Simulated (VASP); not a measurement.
Al16N15 (a cell with a defect), 31 atoms in the cell. The cell holds a defect, 31 atoms: a = 6.260 Å, b = 6.260 Å, c = 10.036 Å, α = 90.00°, β = 90.00°, γ = 120.00°. 

```yaml
Program: VASP 6.6.1
Task: single point
Functional: PBE
Potentials_or_basis: VASP PAW PBE potentials, release 64 (Al, N)
Cutoff: 520 eV
k_mesh: 1 × 1 × 1, shifted
Occupations: fermi-dirac, width 0.01 eV
Spin: no spin polarisation
Dipole_correction: no
Charge: 3
Further_INCAR_settings: LREAL = Auto; ALGO = Normal; EDIFF = 1e-06; NBANDS = 82; NELECT = 120.0
```

Potentials or basis: VASP PAW PBE potentials, release 64 (Al, N).

The run is started by

```bash
$ cat potpaw_PBE.64/Al/POTCAR potpaw_PBE.64/N/POTCAR > POTCAR
$ mpirun -np 1 vasp_std > vasp.out
```

Hardware: 1 thread of Intel(R) Xeon(R) Platinum 8375C CPU @ 2.90GHz (Ice Lake), with other jobs on the host.

Question: How long does it take, and how much memory?

Answer: It took 4.4 min on 1 thread of Intel(R) Xeon(R) Platinum 8375C CPU @ 2.90GHz (Ice Lake), with other jobs on the host, peak memory 0.46 GiB. Counts: scf iterations 16, k points 6.
